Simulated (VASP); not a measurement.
# Ti in VASP: a series of runs, part 2 of 3

VASP 6.6.1. Earlier steps stand in the parts before.

**3. Single point, PBE (atoms displaced along a vibrational mode)**

File INCAR:

```
ALGO = Normal
EDIFF = 1E-6
ENCUT = 500
GGA = PE
GGA_COMPAT = False
ISIF = 2
ISMEAR = 0
LASPH = True
LCHARG = False
LREAL = False
LWAVE = False
NBANDS = 25
NELM = 120
PREC = Accurate
SIGMA = 0.15
```

File KPOINTS:

```
k-points
0
Gamma
  12 12 14
```

File POSCAR:

```
Ti
1.0
    4.5790987804      0.0000000000      0.0000000000
   -2.2895493902      3.9656158702      0.0000000000
    0.0000000000      0.0000000000      2.8317615649
Ti
3
Direct
    0.0000000000      0.0000000000      0.0000000000
    0.3333333333      0.6666666667      0.4491482610
    0.6666666667      0.3333333333      0.5508517390
```

Potentials or basis: VASP PAW PBE potentials, release 64 (Ti_sv).

The run is started by

```sh
$ cat potpaw_PBE.64/Ti_sv/POTCAR > POTCAR
$ mpirun -np 1 vasp_std > vasp.out
```

OUTCAR:

```text
EDIFF = 1E-6
   ENCUT = 500
   GGA = PE
   ISIF = 2
   ISMEAR = 0
   LASPH = True
   LREAL = False
   NELM = 120
   PREC = Accurate

 ion  position               nearest neighbor table
   1  0.000  0.000  0.000-
   2  0.333  0.667  0.449-   3 2.66   3 2.66   3 2.66
   3  0.667  0.333  0.551-   2 2.66   2 2.66   2 2.66

  LATTYP: Found a hexagonal cell.
 ALAT       =     4.5790987804
 C/A-ratio  =     0.6184102376

  Lattice vectors:

 A1 = (   4.5790987804,   0.0000000000,   0.0000000000)
 A2 = (  -2.2895493902,   3.9656158702,   0.0000000000)
 A3 = (   0.0000000000,   0.0000000000,   2.8317615649)

Analysis of symmetry for initial positions (statically):
=====================================================================
 Subroutine PRICEL returns:
 Original cell was already a primitive cell.

 Routine SETGRP: Setting up the symmetry group for a
 hexagonal supercell.

 Subroutine GETGRP returns: Found 12 space group operations
 (whereof 12 operations were pure point group operations)
 out of a pool of 24 trial point group operations.

The static configuration has the point symmetry D_3d.

Analysis of symmetry for dynamics (positions and initial velocities):
=====================================================================
 Subroutine PRICEL returns:
 Original cell was already a primitive cell.

 Routine SETGRP: Setting up the symmetry group for a
 hexagonal supercell.

 Subroutine GETGRP returns: Found 12 space group operations
 (whereof 12 operations were pure point group operations)
 out of a pool of 24 trial point group operations.

The dynamic configuration has the point symmetry D_3d.

 Subroutine INISYM returns: Found 12 space group operations
 (whereof 12 operations are pure point group operations),
 and found     1 'primitive' translations

----------------------------------------------------------------------------------------

                                     Primitive cell

  volume of cell :      51.4218

  direct lattice vectors                    reciprocal lattice vectors
     4.579098780  0.000000000  0.000000000     0.218383583  0.126083821  0.000000000
    -2.289549390  3.965615870  0.000000000     0.000000000  0.252167641  0.000000000
     0.000000000  0.000000000  2.831761565     0.000000000  0.000000000  0.353137076

  length of vectors
     4.579098780  4.579098780  2.831761565     0.252167641  0.252167641  0.353137076

  position of ions in fractional coordinates (direct lattice)
     0.000000000  0.000000000  0.000000000
     0.333333333  0.666666667  0.449148261
     0.666666667  0.333333333  0.550851739

  ion indices of the primitive-cell ions
   primitive index   ion index
                 1           1
                 2           2
                 3           3

----------------------------------------------------------------------------------------

 KPOINTS: k-points

Automatic generation of k-mesh.
 Grid dimensions read from file:
 generate k-points for:   12   12   14

 Generating k-lattice:

  Cartesian coordinates                     Fractional coordinates (reciprocal lattice)
     0.018198632  0.010506985  0.000000000     0.083333333  0.000000000  0.000000000
     0.000000000  0.021013970  0.000000000     0.000000000  0.083333333  0.000000000
     0.000000000  0.000000000  0.025224077     0.000000000  0.000000000  0.071428571

  Length of vectors
     0.021013970  0.021013970  0.025224077

  Shift w.r.t. Gamma in fractional coordinates (k-lattice)
     0.000000000  0.000000000  0.000000000

 Subroutine IBZKPT returns following result:
 ===========================================

 Found    224 irreducible k-points:

 Following reciprocal coordinates:
            Coordinates               Weight
  0.000000  0.000000  0.000000      1.000000
  0.083333 -0.000000  0.000000      6.000000
  0.166667  0.000000  0.000000      6.000000
  0.250000 -0.000000  0.000000      6.000000
  0.333333  0.000000  0.000000      6.000000
  0.416667 -0.000000  0.000000      6.000000
[... 16 lines left out ...]
  0.166667  0.000000  0.071429      6.000000
  0.000000  0.166667  0.071429      6.000000
 [... further k-points ...]
   k-points           NKPTS =    224   k-points in BZ     NKDIM =    224   number of bands    NBANDS=     25
   number of dos      NEDOS =    301   number of ions     NIONS =      3
   total plane-waves  NPLWV =  31104
   dimension x,y,z NGX =    36 NGY =   36 NGZ =   24
   dimension x,y,z NGXF=    72 NGYF=   72 NGZF=   48
   ions per type =               3
   NGX,Y,Z   is equivalent  to a cutoff of  13.07, 13.07, 14.09 a.u.
   NGXF,Y,Z  is equivalent  to a cutoff of  26.14, 26.14, 28.18 a.u.
 SYSTEM =  unknown system
   PREC   = accura    normal or accurate (medium, high low for compatibility)
   ISTART =      0    job   : 0-new  1-cont  2-samecut
   ICHARG =      2    charge: 1-file 2-atom 10-const
   ISPIN  =      1    spin polarized calculation?
   LNONCOLLINEAR =      F non collinear calculations
   LSORBIT =      F    spin-orbit coupling
   LASPH  =      T    aspherical Exc in radial PAW
   ENCUT  =  500.0 eV  36.75 Ry    6.06 a.u.   8.35  8.35  5.16*2*pi/ulx,y,z
   NELM   =    120;   NELMIN=  2; NELMDL= -5     # of ELM steps
   EDIFF  = 0.1E-05   stopping-criterion for ELM
   LREAL  =      F    real-space projection
   EDIFFG = 0.1E-04   stopping-criterion for IOM
   NSW    =      0    number of steps for IOM
   IBRION =     -1    ionic relax: 0-MD 1-quasi-New 2-CG
   NFREE  =      0    steps in history (QN), initial steepest desc. (CG)
   ISIF   =      2    stress and relaxation
   ISYM   =      2    0-nonsym 1-usesym 2-fastsym
   POTIM  = 0.5000    time-step for ionic-motion
   TEBEG  =    0.0;   TEEND  =   0.0 temperature during run
   PSTRESS=    0.0 pullay stress
   NELECT =      36.0000    total number of electrons
   NUPDOWN=      -1.0000    fix difference up-down
   EMIN   =  10.00;   EMAX   =-10.00  energy-range for DOS
   EFERMI =   0.00;   METHOD = LEGACY
   ISMEAR =     0;   SIGMA  =   0.15  broadening in eV -4-tet -1-fermi 0-gaus
   EFERMI_NEDOS =   21; number of points for ismear=-14 and -15
   IALGO  =     38    algorithm
   IMIX   =      4    mixing-type and parameters
     AMIX     =   0.40;   BMIX     =  1.00
     AMIX_MAG =   1.60;   BMIX_MAG =  1.00
  volume/ion in A,a.u.               =      17.14       115.67
  Fermi-wavevector in a.u.,A,eV,Ry     =   1.453650  2.747000 28.750452  2.113099
  Thomas-Fermi vector in A             =   2.570892
   LORBIT       =      0    0 simple, 1 ext, 2 COOP (PROOUT), +10 PAW based schemes
   GGA     = PE    functional components
   LHFCALC =     F    Hartree Fock is set to
   AEXX    =    0.0000 exact exchange contribution
   IVDW    =     0    specifies the selected vdW correction
   LEPSILON=     F    determine dielectric tensor
   LRPA    =     F    only Hartree local field effects (RPA)
 non-spin polarized calculation
 Gauss-broadening in eV      SIGMA  =   0.15
  energy-cutoff  :      500.00
  volume of cell :       51.42
 maximum number of plane-waves:      1330
 NGX is ok and might be reduce to    36
   NGX = 17   NGY = 17   NGZ = 11

 number of electron      35.9999994 magnetization

 Free energy of the ion-electron system (eV)
  ---------------------------------------------------
  ext. energy  EPLUGINS =         0.00000000
  ---------------------------------------------------
  free energy    TOTEN  =       -23.46871480 eV

  energy without entropy =      -23.43140408  energy(sigma->0) =      -23.45005944

 E-fermi :   8.3208     XC(G=0): -11.5587

 val. band max:        8.3150456397   @ k =  -0.1667   0.4167   0.0714
 cond. band min:       8.3233495640   @ k =   0.0000   0.0000   0.0714
 fundamental gap:      0.0083039242
 Fermi energy:         8.3207623058

 k-point     1 :       0.0000    0.0000    0.0000
  band No.  band energies     occupation
      1     -48.4785      2.00000
      2     -48.2497      2.00000
      3     -48.0999      2.00000
      4     -24.7950      2.00000
      5     -24.7950      2.00000
      6     -24.7067      2.00000
[... 17 lines left out ...]
     24      10.3881      0.00000
     25      10.4181      0.00000
[... 621 lines left out ...]
      3     -48.1073      2.00000
      4     -24.8538      2.00000
      5     -24.8384      2.00000
      6     -24.6400      2.00000
[... 17 lines left out ...]
     24      10.2155      0.00000
     25      10.8566      0.00000

 [... further k-points ...]

------------------------ aborting loop because EDIFF is reached ----------------------------------------

  FORCE on cell =-STRESS in cart. coord.  units (eV):
  Direction    XX          YY          ZZ          XY          YZ          ZX
  --------------------------------------------------------------------------------------
  -------------------------------------------------------------------------------------
  Total       -0.1416186     -0.1416186      0.2227205      0.0000000     -0.0000000      0.0000000
  in kB       -4.4124893     -4.4124893      6.9394228      0.0000000     -0.0000000      0.0000000
  external PRESSURE =      -0.6285186 kB  Pullay stress =       0.0000000 kB

 VOLUME and BASIS-vectors are now :
 -----------------------------------------------------------------------------
  energy-cutoff  :      500.00
  volume of cell :       51.42
      direct lattice vectors                 reciprocal lattice vectors
     4.579098780  0.000000000  0.000000000     0.218383583  0.126083821  0.000000000
    -2.289549390  3.965615870  0.000000000     0.000000000  0.252167641  0.000000000
     0.000000000  0.000000000  2.831761565     0.000000000  0.000000000  0.353137076

 POSITION                                       TOTAL-FORCE (eV/Angst)
 -----------------------------------------------------------------------------------
      0.00000      0.00000      0.00000         0.000000      0.000000      0.000000
     -0.00000      2.64374      1.27188        -0.000000      0.000000      0.484732
      2.28955      1.32187      1.55988         0.000000      0.000000     -0.484732
 -----------------------------------------------------------------------------------
    total drift:                                0.000000     -0.000000     -0.000000

  FREE ENERGIE OF THE ION-ELECTRON SYSTEM (eV)
  ---------------------------------------------------
  free  energy   TOTEN  =       -23.4687148013 eV

  energy  without entropy=      -23.4314040773  energy(sigma->0) =      -23.45005944
```

OSZICAR:

```text
N       E                     dE             d eps       ncg     rms          rms(c)
DAV:   1     0.428159652945E+03    0.42816E+03   -0.18282E+04 11208   0.175E+03
DAV:   2     0.222226786940E+02   -0.40594E+03   -0.39918E+03 11311   0.511E+02
DAV:   3    -0.228708317160E+02   -0.45094E+02   -0.44127E+02 20619   0.147E+02
DAV:   4    -0.264158758567E+02   -0.35450E+01   -0.35186E+01 15300   0.374E+01
DAV:   5    -0.266179720365E+02   -0.20210E+00   -0.20202E+00 17643   0.754E+00    0.148E+01
DAV:   6    -0.234433094155E+02    0.31747E+01   -0.11869E+01 13531   0.321E+01    0.369E+00
DAV:   7    -0.234651137021E+02   -0.21804E-01   -0.14462E+00 18200   0.987E+00    0.288E+00
DAV:   8    -0.234587616590E+02    0.63520E-02   -0.55756E-01 16902   0.604E+00    0.246E+00
DAV:   9    -0.234823070353E+02   -0.23545E-01   -0.26579E-01 15024   0.571E+00    0.929E-01
DAV:  10    -0.234679741489E+02    0.14333E-01   -0.82122E-02 16543   0.265E+00    0.119E-01
DAV:  11    -0.234687116934E+02   -0.73754E-03   -0.64686E-03 16450   0.602E-01    0.118E-01
DAV:  12    -0.234687271640E+02   -0.15471E-04   -0.47889E-04 16644   0.203E-01    0.439E-02
DAV:  13    -0.234687141041E+02    0.13060E-04   -0.10143E-04 15164   0.762E-02    0.120E-02
DAV:  14    -0.234687148013E+02   -0.69727E-06   -0.70746E-06 13677   0.203E-02
   1 F= -.23468715E+02 E0= -.23450059E+02  d E =-.373107E-01
```

stdout:

```text
POSCAR found type information on POSCAR Ti
 POSCAR found :  1 types and       3 ions
 scaLAPACK will be used
 LDA part: xc-table for (Slater+PW92), standard interpolation
 POSCAR, INCAR and KPOINTS ok, starting setup
 FFT: planning ... GRIDC
 FFT: planning ... GRID_SOFT
 FFT: planning ... GRID
 WAVECAR not read
 entering main loop
```

Run time: 3.6 min. Hardware: 1 thread of Oxide Virtual Turin-like, shared host; peak memory 0.29 GiB.

What came out:

- Free energy: -23.4687 eV
- Pressure: -0.1 GPa
- Largest force: 0.485 eV/Å
- Band gap on the k mesh: zero (bands 18 and 19 overlap by 0.33 eV)

Forces on the atoms (eV/Å):
```
Ti   0.000  0.000  0.000
Ti   0.000  0.000  0.485
Ti   0.000  0.000 -0.485
```

Caveat: the cell differs from its parent crystal (atoms displaced along a vibrational mode).

**4. Single point, PBE (atoms displaced along several vibrational modes)**

File INCAR:

```
SYSTEM = Ti
ALGO = Normal
EDIFF = 1E-6
ENCUT = 500
GGA = PE
GGA_COMPAT = .False.
ISIF = 2
ISMEAR = 0
LASPH = .True.
LCHARG = .True.
LELF = .True.
LREAL = .False.
LVHAR = .True.
LWAVE = .False.
NBANDS = 25
NELM = 120
PREC = Accurate
SIGMA = 0.15
```

File KPOINTS:

```
k-points
0
Gamma
  12 12 14
  0 0 0
```

File POSCAR:

```
Ti
1.0
    4.5790987804      0.0000000000      0.0000000000
   -2.2895493902      3.9656158702      0.0000000000
    0.0000000000      0.0000000000      2.8317615649
Ti
3
Direct
   -0.0164442838      0.0000000000      0.0000000000
    0.3415554752      0.6666666667      0.4237223915
    0.6748888086      0.3333333333      0.5762776085
```

The run is started by

```sh
$ cat potpaw_PBE.64/Ti_sv/POTCAR > POTCAR
$ mpirun -np 1 vasp_std > vasp.out
```

Wall time 19 min (1 thread of Oxide Virtual Turin-like, shared host); peak memory 0.54 GiB.

Results (log left out):

```
Free energy            : -23.3696 eV
Pressure               : 0.5 GPa
Largest force          : 0.675 eV/Å
Band gap on the k mesh : zero (bands 18 and 19 overlap by 0.47 eV)
```

Forces in eV/Å, atoms in the order of the input:
```
Ti   0.268  0.000  0.000
Ti  -0.134 -0.038  0.660
Ti  -0.134  0.038 -0.660
```

Stress tensor (GPa, compression positive):
```
 0.28  0.00  0.00
 0.00 -0.08 -0.08
 0.00 -0.08  1.32
```

Levels at points of the mesh, in eV from the Fermi level:
| k point | band 15 | band 16 | band 17 | band 18 | band 19 | band 20 | band 21 | band 22 |
| --- | --- | --- | --- | --- | --- | --- | --- | --- |
| (0.00, 0.00, 0.00) | -0.66 | -0.65 | -0.53 | -0.53 | -0.25 | 0.89 | 1.08 | 1.12 |
| (0.50, 0.00, 0.00) | -2.53 | -0.44 | -0.30 | -0.19 | 0.23 | 0.53 | 1.18 | 1.40 |
| (0.00, 0.50, 0.00) | -2.54 | -0.46 | -0.21 | -0.19 | 0.15 | 0.51 | 1.18 | 1.41 |
| (0.00, 0.00, 0.50) | -2.04 | -1.69 | -1.20 | -1.19 | 0.23 | 0.23 | 2.27 | 2.27 |
| (0.50, 0.00, 0.50) | -1.46 | -0.99 | -0.93 | -0.24 | 0.02 | 0.82 | 1.07 | 1.60 |
| (0.00, 0.50, 0.50) | -1.46 | -1.02 | -0.93 | -0.24 | 0.02 | 0.84 | 1.08 | 1.62 |

Caveat: the cell differs from its parent crystal (atoms displaced along several vibrational modes).

(Continued in part 3 of 3.)
